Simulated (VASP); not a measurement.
# BN (F-43m) in VASP: vibrations by perturbation theory with PBE

Aim: the vibrations by perturbation theory of BN with PBE.

All numbers are computed with VASP 6.6.1; they aren't measurements. Logs are shortened: lines on timing, memory, paths and dates and some standing lists are left out, and cuts for length are marked.

## (1) The cell of the first run

It takes space group F-43m (No. 216, cubic). Conventional cell: a = 3.626 Å, b = 3.626 Å, c = 3.626 Å, α = 90.00°, β = 90.00°, γ = 90.00°. Within 2.1 Å of B (site symmetry -43m) lie 4 N at 1.57 Å. N (site symmetry -43m) has 4 B at 1.57 Å within 2.1 Å.

## (2) Vibrations by perturbation theory, PBE

File INCAR:

```
PREC     = Accurate       # precision mode
ENCUT    = 520            # plane-wave cutoff, eV
EDIFF    = 1E-8           # SCF threshold, eV
ISMEAR   = 0              # smearing method
SIGMA    = 0.05           # smearing width, eV
LREAL    = F              # projectors in reciprocal space
LASPH    = T              # aspherical terms in the spheres
NELM     = 80             # most SCF steps
ALGO     = Normal         # electronic algorithm
ISIF     = 2              # what is computed and relaxed
LWAVE    = F              # write WAVECAR
LCHARG   = T              # write CHGCAR
GGA      = PE             # functional
NBANDS   = 16             # bands
IBRION   = 8              # ionic algorithm
NSW      = 1              # ionic steps
```

File KPOINTS:

```
regular mesh
0
Gamma
  10 10 6
```

File POSCAR:

```
BN
1.0
    0.0000000000     -1.8130010000     -1.8130010000
    0.0000000000      1.8130010000     -1.8130010000
    3.6260020000      0.0000000000      0.0000000000
B N
2 2
Direct
    0.5000000000      0.5000000000      0.5000000000
    0.0000000000      0.0000000000      0.0000000000
    0.0000000000      0.5000000000      0.2500000000
    0.5000000000      0.0000000000      0.7500000000
```

Potentials or basis: VASP PAW PBE potentials, release 64 (B, N).

Launch:

```console
> cat potpaw_PBE.64/B/POTCAR potpaw_PBE.64/N/POTCAR > POTCAR
> mpirun -np 1 vasp_std > vasp.out
```

OUTCAR:

```text
PREC = Accurate
   ENCUT = 520
   EDIFF = 1E-8
   ISMEAR = 0
   LREAL = F
   LASPH = T
   NELM = 80
   ISIF = 2
   GGA = PE
   IBRION = 8
   NSW = 1

 ion  position               nearest neighbor table
   1  0.500  0.500  0.500-   3 1.57   4 1.57   4 1.57   3 1.57
   2  0.000  0.000  0.000-   3 1.57   4 1.57   3 1.57   4 1.57
   3  0.000  0.500  0.250-   1 1.57   2 1.57   2 1.57   1 1.57
   4  0.500  0.000  0.750-   1 1.57   2 1.57   1 1.57   2 1.57

  LATTYP: Found a simple tetragonal cell.
 ALAT       =     2.5639706028
 C/A-ratio  =     1.4142135624

  Lattice vectors:

 A1 = (   0.0000000000,  -1.8130010000,  -1.8130010000)
 A2 = (   0.0000000000,   1.8130010000,  -1.8130010000)
 A3 = (   3.6260020000,   0.0000000000,   0.0000000000)

Analysis of symmetry for initial positions (statically):
=====================================================================
 Subroutine PRICEL returns following result:

  LATTYP: Found a face centered cubic cell.
 ALAT       =     3.6260020000

  Lattice vectors:

 A1 = (  -1.8130010000,   0.0000000000,   1.8130010000)
 A2 = (  -1.8130010000,  -1.8130010000,   0.0000000000)
 A3 = (  -0.0000000000,  -1.8130010000,   1.8130010000)

   2 primitive cells build up your supercell.

 Routine SETGRP: Setting up the symmetry group for a
 simple tetragonal supercell.

 Subroutine GETGRP returns: Found  8 space group operations
 (whereof  8 operations were pure point group operations)
 out of a pool of 16 trial point group operations.

The static configuration has the point symmetry D_2d.

Analysis of symmetry for dynamics (positions and initial velocities):
=====================================================================
 Subroutine PRICEL returns following result:

  LATTYP: Found a face centered cubic cell.
 ALAT       =     3.6260020000

  Lattice vectors:

 A1 = (  -1.8130010000,   0.0000000000,   1.8130010000)
 A2 = (  -1.8130010000,  -1.8130010000,   0.0000000000)
 A3 = (  -0.0000000000,  -1.8130010000,   1.8130010000)

   2 primitive cells build up your supercell.

 Routine SETGRP: Setting up the symmetry group for a
 simple tetragonal supercell.

 Subroutine GETGRP returns: Found  8 space group operations
 (whereof  8 operations were pure point group operations)
 out of a pool of 16 trial point group operations.

The dynamic configuration has the point symmetry D_2d.

 Subroutine INISYM returns: Found  8 space group operations
 (whereof  8 operations are pure point group operations),
 and found     2 'primitive' translations

----------------------------------------------------------------------------------------

                                     Primitive cell

  volume of cell :      11.9186

  direct lattice vectors                    reciprocal lattice vectors
    -1.813001000  0.000000000  1.813001000    -0.275785838  0.275785838  0.275785838
    -1.813001000 -1.813001000  0.000000000    -0.275785838 -0.275785838 -0.275785838
    -0.000000000 -1.813001000  1.813001000     0.275785838 -0.275785838  0.275785838

  length of vectors
     2.563970603  2.563970603  2.563970603     0.477675083  0.477675083  0.477675083

  position of ions in fractional coordinates (direct lattice)
     0.000000000  0.000000000  1.000000000
     0.750000000  0.750000000  0.750000000

  ion indices of the primitive-cell ions
   primitive index   ion index
                 1           1
                 2           3

----------------------------------------------------------------------------------------

 KPOINTS: regular mesh

Automatic generation of k-mesh.
 Grid dimensions read from file:
 generate k-points for:   10   10    6

 Generating k-lattice:

  Cartesian coordinates                     Fractional coordinates (reciprocal lattice)
[... 88 lines left out ...]
   IVDW    =     0    specifies the selected vdW correction
   LEPSILON=     F    determine dielectric tensor
   LRPA    =     F    only Hartree local field effects (RPA)
 non-spin polarized calculation
 Gauss-broadening in eV      SIGMA  =   0.05
  energy-cutoff  :      520.00
  volume of cell :       23.84
 maximum number of plane-waves:       664
 NGX is ok and might be reduce to    20
   NGX =  9   NGY =  9   NGZ = 13

--------------------------------------- Ionic step        1  -------------------------------------------

 number of electron      16.0000000 magnetization

 Free energy of the ion-electron system (eV)
  ---------------------------------------------------
  ext. energy  EPLUGINS =         0.00000000
  ---------------------------------------------------
  free energy    TOTEN  =       -34.90205788 eV

  energy without entropy =      -34.90205788  energy(sigma->0) =      -34.90205788

 E-fermi :   7.5238     XC(G=0): -12.7771

 val. band max:        7.2911044105   @ k =   0.0000   0.0000   0.0000
 cond. band min:      11.7407347959   @ k =   0.5000   0.5000   0.0000
 fundamental gap:      4.4496303853
 Fermi energy:         7.5238245900

 k-point     1 :       0.0000    0.0000    0.0000
  band No.  band energies     occupation
      1     -12.8363      2.00000
      2      -7.3082      2.00000
      3      -1.5652      2.00000
      4       2.4319      2.00000
      5       2.4319      2.00000
      6       7.2911      2.00000
[... 433 lines left out ...]
      3      -0.9625      2.00000
      4       1.2186      2.00000
      5       3.1661      2.00000
      6       3.6569      2.00000
[... 8 lines left out ...]
     15      22.9956      0.00000
     16      23.1599      0.00000

 [... further k-points ...]

------------------------ aborting loop because EDIFF is reached ----------------------------------------

  FORCE on cell =-STRESS in cart. coord.  units (eV):
  Direction    XX          YY          ZZ          XY          YZ          ZX
  --------------------------------------------------------------------------------------
  -------------------------------------------------------------------------------------
  Total       -0.0259169     -0.0258553     -0.0258553     -0.0000000      0.0000000      0.0000000
  in kB       -1.7419624     -1.7378220     -1.7378220     -0.0000000      0.0000000      0.0000000
  external PRESSURE =      -1.7392021 kB  Pullay stress =       0.0000000 kB

 VOLUME and BASIS-vectors are now :
 -----------------------------------------------------------------------------
  energy-cutoff  :      520.00
  volume of cell :       23.84
      direct lattice vectors                 reciprocal lattice vectors
     0.000000000 -1.813001000 -1.813001000     0.000000000 -0.275785838 -0.275785838
     0.000000000  1.813001000 -1.813001000     0.000000000  0.275785838 -0.275785838
     3.626002000  0.000000000  0.000000000     0.275785838  0.000000000  0.000000000

 POSITION                                       TOTAL-FORCE (eV/Angst)
 -----------------------------------------------------------------------------------
      1.81300      0.00000     -1.81300         0.000000     -0.000000     -0.000000
      0.00000      0.00000      0.00000         0.000000      0.000000      0.000000
      0.90650      0.90650     -0.90650        -0.000000     -0.000000     -0.000000
      2.71950     -0.90650     -0.90650         0.000000     -0.000000     -0.000000
 -----------------------------------------------------------------------------------
    total drift:                               -0.000000      0.000000     -0.000000

  FREE ENERGIE OF THE ION-ELECTRON SYSTEM (eV)
  ---------------------------------------------------
  free  energy   TOTEN  =       -34.9020578770 eV

  energy  without entropy=      -34.9020578770  energy(sigma->0) =      -34.90205788

[... ionic steps 2 to 9 ...]

--------------------------------------- Ionic step       10  -------------------------------------------

------------------------ aborting loop because EDIFF is reached ----------------------------------------

--------------------------------------- Ionic step       11  -------------------------------------------

 Free energy of the ion-electron system (eV)
  ---------------------------------------------------
  ---------------------------------------------------
  free energy    TOTEN  =        -0.23514485 eV

  energy without entropy =       -0.23514485

------------------------ aborting loop because EDIFF is reached ----------------------------------------

 INTERNAL STRAIN TENSOR  FOR ION    3  DIRECTION 2   (eV/Angst):
 -----------------------------------------------------------------------------
     0.00160  0.00000  1.39276
     0.00000 -0.01112  0.00000
     1.28657  0.00000  0.01285

 INTERNAL STRAIN TENSOR FOR ION    4 for displacements in x,y,z  (eV/Angst):
          X           Y           Z          XY          YZ          ZX
  --------------------------------------------------------------------------------
  x     0.00000     0.00000     0.00000     0.00000     1.45215     0.00000
  y    -0.00000     0.00000    -0.00000     0.00000     0.00000     1.39276
  z    -0.00000    -0.00000     0.00000     1.28657     0.00000     0.00000

 SECOND DERIVATIVES (NOT SYMMETRIZED)
 ------------------------------------
               1X          1Y          1Z          2X          2Y          2Z          3X          3Y          3Z          4X          4Y          4Z
  1X   -37.787051    0.000000    0.000000   14.078638   -0.000000   -0.000000   11.854206    0.000000    0.000000   11.854206   -0.000000   -0.000000
  1Y     0.000000  -24.543911    0.000000    0.000000    0.838999   -0.000000    0.000000   11.852456    3.486564   -0.000000   11.852456   -3.486564
  1Z     0.000000    0.000000  -24.543911    0.000000    0.000000    0.838999    0.000000    3.486564   11.852456   -0.000000   -3.486564   11.852456
  2X    14.078638   -0.000000   -0.000000  -37.787051    0.000000    0.000000   11.854206   -0.000000   -0.000000   11.854206    0.000000    0.000000
  2Y     0.000000    0.838999   -0.000000    0.000000  -24.543911    0.000000   -0.000000   11.852456   -3.486564    0.000000   11.852456    3.486564
  2Z     0.000000    0.000000    0.838999    0.000000    0.000000  -24.543911   -0.000000   -3.486564   11.852456    0.000000    3.486564   11.852456
  3X    11.851787    0.000000    0.000000   11.851787   -0.000000   -0.000000  -37.543796    0.000000    0.000000   13.840222    0.000000    0.000000
  3Y    -0.000000   11.853356    3.488176    0.000000   11.853356   -3.488176    0.000000  -28.215184    0.000000    0.000000    4.508473    0.000000
  3Z    -0.000000    3.488176   11.853356    0.000000   -3.488176   11.853356    0.000000    0.000000  -28.215184    0.000000    0.000000    4.508473
  4X    11.851787   -0.000000   -0.000000   11.851787    0.000000    0.000000   13.840222    0.000000    0.000000  -37.543796    0.000000    0.000000
  4Y     0.000000   11.853356   -3.488176   -0.000000   11.853356    3.488176    0.000000    4.508473    0.000000    0.000000  -28.215184    0.000000
  4Z     0.000000   -3.488176   11.853356   -0.000000    3.488176   11.853356    0.000000    0.000000    4.508473    0.000000    0.000000  -28.215184

 Eigenvectors and eigenvalues of the dynamical matrix
 ----------------------------------------------------

   1 f  =   34.241901 THz   215.148210 2PiTHz 1142.186874 cm-1   141.613060 meV
             X         Y         Z           dx          dy          dz
      1.813001  0.000000 -1.813001     0.707107   -0.000000   -0.000000
      0.000000  0.000000  0.000000    -0.707107   -0.000000    0.000000
      0.906501  0.906501 -0.906501    -0.000000    0.000000    0.000000
      2.719502 -0.906501 -0.906501     0.000000   -0.000000   -0.000000
[... 71 lines left out ...]
  12 f/i=    0.001560 THz     0.009799 2PiTHz    0.052020 cm-1     0.006450 meV
             X         Y         Z           dx          dy          dz
      1.813001  0.000000 -1.813001    -0.466726    0.000000    0.000000
      0.000000  0.000000  0.000000    -0.466726    0.000000    0.000000
      0.906501  0.906501 -0.906501    -0.531194    0.000000    0.000000
      2.719502 -0.906501 -0.906501    -0.531194    0.000000    0.000000

--------------------------------------------------------------------------------------------------------

 ELASTIC MODULI CONTR FROM IONIC RELAXATION (kBar)
 Direction    XX          YY          ZZ          XY          YZ          ZX
 --------------------------------------------------------------------------------
 XX          -0.0000     -0.0000     -0.0000      0.0000      0.0000      0.0000
 YY          -0.0000     -0.0000      0.0000      0.0000      0.0000     -0.0000
 ZZ          -0.0000      0.0000     -0.0000     -0.0000      0.0000      0.0000
 XY           0.0000      0.0000     -0.0000     -7.8722     -0.0000      0.0000
 YZ           0.0000      0.0000      0.0000     -0.0000    -12.1484     -0.0000
 ZX           0.0000     -0.0000      0.0000      0.0000     -0.0000    -10.9513
 --------------------------------------------------------------------------------
```

It took 6.4 min on 1 thread of AMD EPYC 7R13, shared host; peak memory 0.29 GiB.

What came out:

* Highest phonon frequency at Γ, LO-TO splitting left out: 1142 cm⁻¹

Phonon frequencies in cm⁻¹ (negative: imaginary):
```tsv
q point	frequencies
(0.000, 0.000, 0.000)	0 0 0 695 695 889 889 999 1028 1028 1028 1142
```
